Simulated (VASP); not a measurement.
# HfB (Fm-3m) in VASP: single point with PBE

Aim: the single point of HfB with PBE.

All numbers are computed with VASP 6.6.1; they aren't measurements. Logs are shortened: lines on timing, memory, paths and dates and some standing lists are left out, and cuts for length are marked.

## 1. The cell of the first run

The structure is cubic, space group Fm-3m (No. 225). The conventional cell has a = 4.620 Å, b = 4.620 Å, c = 4.620 Å, α = 90.00°, β = 90.00°, γ = 90.00°. Within 3.1 Å of Hf (site symmetry m-3m) lie 6 B at 2.31 Å. B (site symmetry m-3m) has 6 Hf at 2.31 Å within 3.1 Å.

## 2. Single point, PBE

INCAR

```
PREC     = Accurate       # precision mode
ENCUT    = 500            # plane-wave cutoff, eV
EDIFF    = 1E-6           # SCF threshold, eV
ISMEAR   = 0              # smearing method
SIGMA    = 0.1            # smearing width, eV
LREAL    = False          # projectors in reciprocal space
LASPH    = True           # aspherical terms in the spheres
NELM     = 120            # most SCF steps
ALGO     = Normal         # electronic algorithm
ISIF     = 2              # what is computed and relaxed
LWAVE    = False          # write WAVECAR
LCHARG   = False          # write CHGCAR
GGA      = PE             # functional
NBANDS   = 14             # bands
GGA_COMPAT= False
```

KPOINTS

```
Automatic mesh
0
Gamma
  8 8 8
```

POSCAR

```
HfB
1.0
    0.0000000000      2.3100000000      2.3100000000
    2.3100000000      0.0000000000      2.3100000000
    2.3100000000      2.3100000000      0.0000000000
Hf B
1 1
Direct
    0.5000000000      0.5000000000      0.5000000000
    0.0000000000      0.0000000000      0.0000000000
```

Potentials or basis: VASP PAW PBE potentials, release 64 (Hf_pv, B).

The run is started by

```console
cat potpaw_PBE.64/Hf_pv/POTCAR potpaw_PBE.64/B/POTCAR > POTCAR
mpirun -np 1 vasp_std > vasp.out
```

OUTCAR:

```text
PREC = Accurate
   ENCUT = 500
   EDIFF = 1E-6
   ISMEAR = 0
   LREAL = False
   LASPH = True
   NELM = 120
   ISIF = 2
   GGA = PE

 ion  position               nearest neighbor table
   1  0.500  0.500  0.500-   2 2.31   2 2.31   2 2.31   2 2.31   2 2.31   2 2.31
   2  0.000  0.000  0.000-   1 2.31   1 2.31   1 2.31   1 2.31   1 2.31   1 2.31

  LATTYP: Found a face centered cubic cell.
 ALAT       =     4.6200000000

  Lattice vectors:

 A1 = (   0.0000000000,   2.3100000000,   2.3100000000)
 A2 = (   2.3100000000,   0.0000000000,   2.3100000000)
 A3 = (   2.3100000000,   2.3100000000,   0.0000000000)

Analysis of symmetry for initial positions (statically):
=====================================================================
 Subroutine PRICEL returns:
 Original cell was already a primitive cell.

 Routine SETGRP: Setting up the symmetry group for a
 face centered cubic supercell.

 Subroutine GETGRP returns: Found 48 space group operations
 (whereof 48 operations were pure point group operations)
 out of a pool of 48 trial point group operations.

The static configuration has the point symmetry O_h .

Analysis of symmetry for dynamics (positions and initial velocities):
=====================================================================
 Subroutine PRICEL returns:
 Original cell was already a primitive cell.

 Routine SETGRP: Setting up the symmetry group for a
 face centered cubic supercell.

 Subroutine GETGRP returns: Found 48 space group operations
 (whereof 48 operations were pure point group operations)
 out of a pool of 48 trial point group operations.

The dynamic configuration has the point symmetry O_h .

 Subroutine INISYM returns: Found 48 space group operations
 (whereof 48 operations are pure point group operations),
 and found     1 'primitive' translations

----------------------------------------------------------------------------------------

                                     Primitive cell

  volume of cell :      24.6528

  direct lattice vectors                    reciprocal lattice vectors
     0.000000000  2.310000000  2.310000000    -0.216450216  0.216450216  0.216450216
     2.310000000  0.000000000  2.310000000     0.216450216 -0.216450216  0.216450216
     2.310000000  2.310000000  0.000000000     0.216450216  0.216450216 -0.216450216

  length of vectors
     3.266833329  3.266833329  3.266833329     0.374902772  0.374902772  0.374902772

  position of ions in fractional coordinates (direct lattice)
     0.500000000  0.500000000  0.500000000
     0.000000000  0.000000000  0.000000000

  ion indices of the primitive-cell ions
   primitive index   ion index
                 1           1
                 2           2

----------------------------------------------------------------------------------------

 KPOINTS: Automatic mesh

Automatic generation of k-mesh.
 Grid dimensions read from file:
 generate k-points for:    8    8    8

 Generating k-lattice:

  Cartesian coordinates                     Fractional coordinates (reciprocal lattice)
    -0.027056277  0.027056277  0.027056277     0.125000000  0.000000000  0.000000000
     0.027056277 -0.027056277  0.027056277     0.000000000  0.125000000  0.000000000
     0.027056277  0.027056277 -0.027056277     0.000000000  0.000000000  0.125000000

  Length of vectors
     0.046862847  0.046862847  0.046862847

  Shift w.r.t. Gamma in fractional coordinates (k-lattice)
     0.000000000  0.000000000  0.000000000

 Subroutine IBZKPT returns following result:
 ===========================================

 Found     29 irreducible k-points:

 Following reciprocal coordinates:
            Coordinates               Weight
  0.000000  0.000000  0.000000      1.000000
  0.125000  0.000000  0.000000      8.000000
  0.250000  0.000000  0.000000      8.000000
  0.375000  0.000000  0.000000      8.000000
  0.500000  0.000000  0.000000      4.000000
  0.125000  0.125000  0.000000      6.000000
[... 16 lines left out ...]
  0.500000  0.250000  0.125000     48.000000
 -0.375000  0.250000  0.125000     24.000000
 [... further k-points ...]
   k-points           NKPTS =     29   k-points in BZ     NKDIM =     29   number of bands    NBANDS=     14
   number of dos      NEDOS =    301   number of ions     NIONS =      2
   total plane-waves  NPLWV =  13824
   dimension x,y,z NGX =    24 NGY =   24 NGZ =   24
   dimension x,y,z NGXF=    48 NGYF=   48 NGZF=   48
   ions per type =               1   1
   NGX,Y,Z   is equivalent  to a cutoff of  12.21, 12.21, 12.21 a.u.
   NGXF,Y,Z  is equivalent  to a cutoff of  24.43, 24.43, 24.43 a.u.
 SYSTEM =  unknown system
   PREC   = accura    normal or accurate (medium, high low for compatibility)
   ISTART =      0    job   : 0-new  1-cont  2-samecut
   ICHARG =      2    charge: 1-file 2-atom 10-const
   ISPIN  =      1    spin polarized calculation?
   LNONCOLLINEAR =      F non collinear calculations
   LSORBIT =      F    spin-orbit coupling
   LASPH  =      T    aspherical Exc in radial PAW
   ENCUT  =  500.0 eV  36.75 Ry    6.06 a.u.   5.96  5.96  5.96*2*pi/ulx,y,z
   NELM   =    120;   NELMIN=  2; NELMDL= -5     # of ELM steps
   EDIFF  = 0.1E-05   stopping-criterion for ELM
   LREAL  =      F    real-space projection
   EDIFFG = 0.1E-04   stopping-criterion for IOM
   NSW    =      0    number of steps for IOM
   IBRION =     -1    ionic relax: 0-MD 1-quasi-New 2-CG
   NFREE  =      0    steps in history (QN), initial steepest desc. (CG)
   ISIF   =      2    stress and relaxation
   ISYM   =      2    0-nonsym 1-usesym 2-fastsym
   POTIM  = 0.5000    time-step for ionic-motion
   TEBEG  =    0.0;   TEEND  =   0.0 temperature during run
   PSTRESS=    0.0 pullay stress
   NELECT =      13.0000    total number of electrons
   NUPDOWN=      -1.0000    fix difference up-down
   EMIN   =  10.00;   EMAX   =-10.00  energy-range for DOS
   EFERMI =   0.00;   METHOD = LEGACY
   ISMEAR =     0;   SIGMA  =   0.10  broadening in eV -4-tet -1-fermi 0-gaus
   EFERMI_NEDOS =   21; number of points for ismear=-14 and -15
   IALGO  =     38    algorithm
   IMIX   =      4    mixing-type and parameters
     AMIX     =   0.40;   BMIX     =  1.00
     AMIX_MAG =   1.60;   BMIX_MAG =  1.00
  volume/ion in A,a.u.               =      12.33        83.18
  Fermi-wavevector in a.u.,A,eV,Ry     =   1.322617  2.499383 23.800871  1.749315
  Thomas-Fermi vector in A             =   2.452285
   LORBIT       =      0    0 simple, 1 ext, 2 COOP (PROOUT), +10 PAW based schemes
   GGA     = PE    functional components
   LHFCALC =     F    Hartree Fock is set to
   AEXX    =    0.0000 exact exchange contribution
   IVDW    =     0    specifies the selected vdW correction
   LEPSILON=     F    determine dielectric tensor
   LRPA    =     F    only Hartree local field effects (RPA)
 non-spin polarized calculation
 Gauss-broadening in eV      SIGMA  =   0.10
  energy-cutoff  :      500.00
  volume of cell :       24.65
 maximum number of plane-waves:       638
   NGX = 11   NGY = 11   NGZ = 11

 number of electron      13.0000002 magnetization

 Free energy of the ion-electron system (eV)
  ---------------------------------------------------
  ext. energy  EPLUGINS =         0.00000000
  ---------------------------------------------------
  free energy    TOTEN  =       -17.14347612 eV

  energy without entropy =      -17.13615224  energy(sigma->0) =      -17.13981418

 E-fermi :   5.1845     XC(G=0): -12.3019

 val. band max:        5.1396989388   @ k =   0.5000   0.2500   0.0000
 cond. band min:       5.2169641068   @ k =   0.2500   0.1250   0.0000
 fundamental gap:      0.0772651679
 Fermi energy:         5.1844603217

 k-point     1 :       0.0000    0.0000    0.0000
  band No.  band energies     occupation
      1     -23.1705      2.00000
      2     -23.1705      2.00000
      3     -23.1705      2.00000
      4      -4.4444      2.00000
      5       7.3272      0.00000
      6       7.3272      0.00000
      7       7.3272      0.00000
      8       9.0916      0.00000
      9       9.0916      0.00000
     10       9.0916      0.00000
     11       9.3545      0.00000
     12       9.3545      0.00000
     13      16.8005      0.00000
     14      18.1438      0.00000

 k-point     2 :       0.1250    0.0000    0.0000
  band No.  band energies     occupation
      1     -23.2844      2.00000
      2     -23.1821      2.00000
      3     -23.1821      2.00000
      4      -3.9981      2.00000
      5       6.0505      0.00000
      6       6.6491      0.00000
      7       6.6491      0.00000
      8       8.1124      0.00000
      9       8.1124      0.00000
     10       9.6867      0.00000
     11      11.9156      0.00000
     12      11.9156      0.00000
     13      17.9177      0.00000
     14      18.6095      0.00000

 k-point     3 :       0.2500    0.0000    0.0000
  band No.  band energies     occupation
      1     -23.5491      2.00000
      2     -23.2097      2.00000
      3     -23.2097      2.00000
      4      -2.7986      2.00000
      5       4.1305      2.00000
      6       5.0978      1.77973
      7       5.0978      1.77973
      8       9.1610      0.00000
      9       9.1610      0.00000
     10      10.2883      0.00000
     11      14.9678      0.00000
     12      14.9678      0.00000
     13      18.5907      0.00000
     14      20.2842      0.00000
[... 324 lines left out ...]
 k-point    23 :       0.5000    0.2500    0.1250
  band No.  band energies     occupation
      1     -23.7394      2.00000
      2     -23.4255      2.00000
      3     -23.2905      2.00000
      4      -0.6898      2.00000
      5       2.0967      2.00000
      6       4.0209      2.00000
      7       4.6061      2.00000
      8       9.2408      0.00000
      9      11.9794      0.00000
     10      12.4604      0.00000
     11      14.5308      0.00000
     12      16.8916      0.00000
     13      19.7145      0.00000
     14      20.2707      0.00000

 k-point    24 :      -0.3750    0.2500    0.1250
  band No.  band energies     occupation
      1     -23.7979      2.00000
      2     -23.4459      2.00000
      3     -23.3131      2.00000
      4       0.1500      2.00000
      5       1.3778      2.00000
      6       3.9265      2.00000
      7       4.3774      2.00000
      8      10.6412      0.00000
      9      10.7063      0.00000
     10      12.5460      0.00000
     11      16.5998      0.00000
     12      16.6236      0.00000
     13      17.9189      0.00000
     14      20.3061      0.00000

 [... further k-points ...]
[... 5 lines left out ...]
  --------------------------------------------------------------------------------------
  -------------------------------------------------------------------------------------
  Total        4.7296939      4.7296939      4.7296939     -0.0000000      0.0000000     -0.0000000
  in kB      307.3814662    307.3814662    307.3814662     -0.0000000      0.0000000     -0.0000000
  external PRESSURE =     307.3814662 kB  Pullay stress =       0.0000000 kB

 VOLUME and BASIS-vectors are now :
 -----------------------------------------------------------------------------
  energy-cutoff  :      500.00
  volume of cell :       24.65
      direct lattice vectors                 reciprocal lattice vectors
     0.000000000  2.310000000  2.310000000    -0.216450216  0.216450216  0.216450216
     2.310000000  0.000000000  2.310000000     0.216450216 -0.216450216  0.216450216
     2.310000000  2.310000000  0.000000000     0.216450216  0.216450216 -0.216450216

 POSITION                                       TOTAL-FORCE (eV/Angst)
 -----------------------------------------------------------------------------------
      2.31000      2.31000      2.31000        -0.000000     -0.000000      0.000000
      0.00000      0.00000      0.00000         0.000000      0.000000     -0.000000
 -----------------------------------------------------------------------------------
    total drift:                                0.000000     -0.000000      0.000000

  FREE ENERGIE OF THE ION-ELECTRON SYSTEM (eV)
  ---------------------------------------------------
  free  energy   TOTEN  =       -17.1434761216 eV

  energy  without entropy=      -17.1361522379  energy(sigma->0) =      -17.13981418
```

Run time: 4.7 s. Hardware: 1 thread of Intel Xeon 6975P-C (Granite Rapids), shared host; peak memory 0.14 GiB.

What came out:

| Item | Value |
| --- | --- |
| Free energy | -17.1435 eV |
| Pressure | 30.7 GPa |

Levels at points of the mesh, in eV from the Fermi level:
```
           k point  band 4  band 5  band 6  band 7  band 8  band 9  band 10  band 11
(0.00, 0.00, 0.00)   -9.63    2.14    2.14    2.14    3.91    3.91     3.91     4.17
(0.50, 0.00, 0.00)   -5.08   -4.12   -1.43   -1.43    6.49    6.49     7.54     8.40
(0.50, 0.50, 0.00)   -6.79   -1.16   -0.96    2.32    2.32    6.20     7.86     7.86
```

Caveat: spin-orbit coupling is left out, which moves the levels of the heavy elements.
